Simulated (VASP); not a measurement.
# Be (Pm-3m) in VASP: single point with LDA

Aim: the single point of Be with LDA.

Everything below comes from runs of VASP 6.6.1. Logs are shortened: lines on timing, memory, paths and dates and some standing lists are left out, and cuts for length are marked.

## Step 1: The cell of the first run

Symmetry: Pm-3m, No. 221, cubic system. Conventional cell: a = 4.012 Å, b = 4.012 Å, c = 4.012 Å, α = 90.00°, β = 90.00°, γ = 90.00°. Within 5.3 Å of Be (site symmetry m-3m) lie 6 Be at 4.01 Å.

## Step 2: Single point, LDA

Contents of INCAR:

```
SYSTEM = Be
PREC = Accurate
ENCUT = 520
EDIFF = 1E-6
ISMEAR = -1
SIGMA = 0.15
LREAL = .False.
LASPH = .True.
NELM = 80
ALGO = Normal
ISIF = 2
LWAVE = .False.
LCHARG = .True.
LELF = .True.
LVHAR = .True.
NBANDS = 7
```

Contents of KPOINTS:

```
regular mesh
0
Gamma
  6 6 6
  0 0 0
```

Contents of POSCAR:

```
Be
1.0
    4.0117060000      0.0000000000      0.0000000000
    0.0000000000      4.0117060000      0.0000000000
    0.0000000000      0.0000000000      4.0117060000
Be
1
Direct
    0.0000000000      0.0000000000      0.0000000000
```

Potentials or basis: VASP PAW LDA potentials, release 64 (Be).

Run with:

```
$ cat potpaw_LDA.64/Be/POTCAR > POTCAR
$ mpirun -np 1 vasp_std > vasp.out
```

OUTCAR:

```text
SYSTEM = Be
   PREC = Accurate
   ENCUT = 520
   EDIFF = 1E-6
   ISMEAR = -1
   LREAL = .False.
   LASPH = .True.
   NELM = 80
   ISIF = 2

 ion  position               nearest neighbor table
   1  0.000  0.000  0.000-

  LATTYP: Found a simple cubic cell.
 ALAT       =     4.0117060000

  Lattice vectors:

 A1 = (   4.0117060000,   0.0000000000,   0.0000000000)
 A2 = (   0.0000000000,   4.0117060000,   0.0000000000)
 A3 = (   0.0000000000,   0.0000000000,   4.0117060000)

Analysis of symmetry for initial positions (statically):
=====================================================================
 Subroutine PRICEL returns:
 Original cell was already a primitive cell.

 Routine SETGRP: Setting up the symmetry group for a
 simple cubic supercell.

 Subroutine GETGRP returns: Found 48 space group operations
 (whereof 48 operations were pure point group operations)
 out of a pool of 48 trial point group operations.

The static configuration has the point symmetry O_h .

Analysis of symmetry for dynamics (positions and initial velocities):
=====================================================================
 Subroutine PRICEL returns:
 Original cell was already a primitive cell.

 Routine SETGRP: Setting up the symmetry group for a
 simple cubic supercell.

 Subroutine GETGRP returns: Found 48 space group operations
 (whereof 48 operations were pure point group operations)
 out of a pool of 48 trial point group operations.

The dynamic configuration has the point symmetry O_h .

 Subroutine INISYM returns: Found 48 space group operations
 (whereof 48 operations are pure point group operations),
 and found     1 'primitive' translations

----------------------------------------------------------------------------------------

                                     Primitive cell

  volume of cell :      64.5635

  direct lattice vectors                    reciprocal lattice vectors
     4.011706000  0.000000000  0.000000000     0.249270510  0.000000000  0.000000000
     0.000000000  4.011706000  0.000000000     0.000000000  0.249270510  0.000000000
     0.000000000  0.000000000  4.011706000     0.000000000  0.000000000  0.249270510

  length of vectors
     4.011706000  4.011706000  4.011706000     0.249270510  0.249270510  0.249270510

  position of ions in fractional coordinates (direct lattice)
[... 70 lines left out ...]
   ENCUT  =  520.0 eV  38.22 Ry    6.18 a.u.   7.46  7.46  7.46*2*pi/ulx,y,z
   NELM   =     80;   NELMIN=  2; NELMDL= -5     # of ELM steps
   EDIFF  = 0.1E-05   stopping-criterion for ELM
   LREAL  =      F    real-space projection
   EDIFFG = 0.1E-04   stopping-criterion for IOM
   NSW    =      0    number of steps for IOM
   IBRION =     -1    ionic relax: 0-MD 1-quasi-New 2-CG
   NFREE  =      0    steps in history (QN), initial steepest desc. (CG)
   ISIF   =      2    stress and relaxation
   ISYM   =      2    0-nonsym 1-usesym 2-fastsym
   POTIM  = 0.5000    time-step for ionic-motion
   TEBEG  =    0.0;   TEEND  =   0.0 temperature during run
   PSTRESS=    0.0 pullay stress
   NELECT =       2.0000    total number of electrons
   NUPDOWN=      -1.0000    fix difference up-down
   EMIN   =  10.00;   EMAX   =-10.00  energy-range for DOS
   EFERMI =   0.00;   METHOD = LEGACY
   ISMEAR =    -1;   SIGMA  =   0.15  broadening in eV -4-tet -1-fermi 0-gaus
   EFERMI_NEDOS =   21; number of points for ismear=-14 and -15
   IALGO  =     38    algorithm
   IMIX   =      4    mixing-type and parameters
     AMIX     =   0.40;   BMIX     =  1.00
     AMIX_MAG =   1.60;   BMIX_MAG =  1.00
  volume/ion in A,a.u.               =      64.56       435.70
  Fermi-wavevector in a.u.,A,eV,Ry     =   0.514149  0.971601  3.596690  0.264349
  Thomas-Fermi vector in A             =   1.528968
   LORBIT       =      0    0 simple, 1 ext, 2 COOP (PROOUT), +10 PAW based schemes
   GGA     = CA    functional components
   LHFCALC =     F    Hartree Fock is set to
   AEXX    =    0.0000 exact exchange contribution
   IVDW    =     0    specifies the selected vdW correction
   LEPSILON=     F    determine dielectric tensor
   LRPA    =     F    only Hartree local field effects (RPA)
 non-spin polarized calculation
  energy-cutoff  :      520.00
  volume of cell :       64.56
 maximum number of plane-waves:      1755
 NGX is ok and might be reduce to    30
   NGX = 15   NGY = 15   NGZ = 15

 number of electron       2.0000000 magnetization

 Free energy of the ion-electron system (eV)
  ---------------------------------------------------
  ext. energy  EPLUGINS =         0.00000000
  ---------------------------------------------------
  free energy    TOTEN  =        -0.31053593 eV

  energy without entropy =       -0.28989417  energy(sigma->0) =       -0.30021505

 E-fermi :  -2.3609     XC(G=0):  -4.9787

 val. band max:       -2.5258365117   @ k =   0.5000   0.5000   0.3333
 cond. band min:      -2.2269508144   @ k =   0.5000   0.0000   0.0000
 fundamental gap:      0.2988856974
 Fermi energy:        -2.3609091823

 k-point     1 :       0.0000    0.0000    0.0000
  band No.  band energies     occupation
      1      -5.4362      2.00000
      2       1.2033      0.00000
      3       1.2033      0.00000
      4       1.2033      0.00000
      5       4.2484      0.00000
      6       5.5026      0.00000
      7       5.5026      0.00000
[... 181 lines left out ...]
 k-point    20 :       0.5000    0.5000    0.5000
  band No.  band energies     occupation
      1      -2.1288      0.35086
      2      -0.5064      0.00001
      3      -0.5064      0.00001
      4      -0.5064      0.00001
      5       4.0545      0.00000
      6       4.0545      0.00000
      7       4.0545      0.00000

------------------------ aborting loop because EDIFF is reached ----------------------------------------

  FORCE on cell =-STRESS in cart. coord.  units (eV):
  Direction    XX          YY          ZZ          XY          YZ          ZX
  --------------------------------------------------------------------------------------
  -------------------------------------------------------------------------------------
  Total       -0.6751946     -0.6751946     -0.6751946      0.0000000      0.0000000     -0.0000000
  in kB      -16.7553024    -16.7553024    -16.7553024      0.0000000      0.0000000     -0.0000000
  external PRESSURE =     -16.7553024 kB  Pullay stress =       0.0000000 kB

 VOLUME and BASIS-vectors are now :
 -----------------------------------------------------------------------------
  energy-cutoff  :      520.00
  volume of cell :       64.56
      direct lattice vectors                 reciprocal lattice vectors
     4.011706000  0.000000000  0.000000000     0.249270510  0.000000000  0.000000000
     0.000000000  4.011706000  0.000000000     0.000000000  0.249270510  0.000000000
     0.000000000  0.000000000  4.011706000     0.000000000  0.000000000  0.249270510

 POSITION                                       TOTAL-FORCE (eV/Angst)
 -----------------------------------------------------------------------------------
      0.00000      0.00000      0.00000         0.000000      0.000000      0.000000
 -----------------------------------------------------------------------------------
    total drift:                                0.000000      0.000000     -0.000000

  FREE ENERGIE OF THE ION-ELECTRON SYSTEM (eV)
  ---------------------------------------------------
  free  energy   TOTEN  =        -0.3105359325 eV

  energy  without entropy=       -0.2898941744  energy(sigma->0) =       -0.30021505
```

OSZICAR:

```text
N       E                     dE             d eps       ncg     rms          rms(c)
DAV:   1    -0.103859461936E+00   -0.10386E+00   -0.44682E+02   280   0.165E+02
DAV:   2    -0.311341074723E+00   -0.20748E+00   -0.20586E+00   385   0.637E+00
DAV:   3    -0.313166669282E+00   -0.18256E-02   -0.18192E-02   294   0.516E-01
DAV:   4    -0.313169716979E+00   -0.30477E-05   -0.30476E-05   406   0.251E-02
DAV:   5    -0.313169719111E+00   -0.21321E-08   -0.22310E-08   301   0.367E-04    0.242E-01
DAV:   6    -0.311441117879E+00    0.17286E-02   -0.11035E-03   308   0.873E-02    0.149E-01
DAV:   7    -0.310497693964E+00    0.94342E-03   -0.28925E-03   301   0.144E-01    0.146E-02
DAV:   8    -0.310534652365E+00   -0.36958E-04   -0.51422E-05   308   0.263E-02    0.175E-03
DAV:   9    -0.310535729446E+00   -0.10771E-05   -0.47090E-07   336   0.252E-03    0.130E-03
DAV:  10    -0.310535932521E+00   -0.20308E-06   -0.48613E-07   294   0.210E-03
   1 F= -.31053593E+00 E0= -.30021505E+00  d E =-.206418E-01
```

Run time: 13 s. Hardware: 1 thread of Intel Xeon 6975P-C, shared host; peak memory 0.14 GiB.

Results:

| Property | Result |
| --- | --- |
| Free energy | -0.3105 eV |
| Pressure | -1.7 GPa |
| Band gap on the k mesh | zero (band 1 reaches -2.13 eV, above the bottom of band 2 at -2.23 eV) |
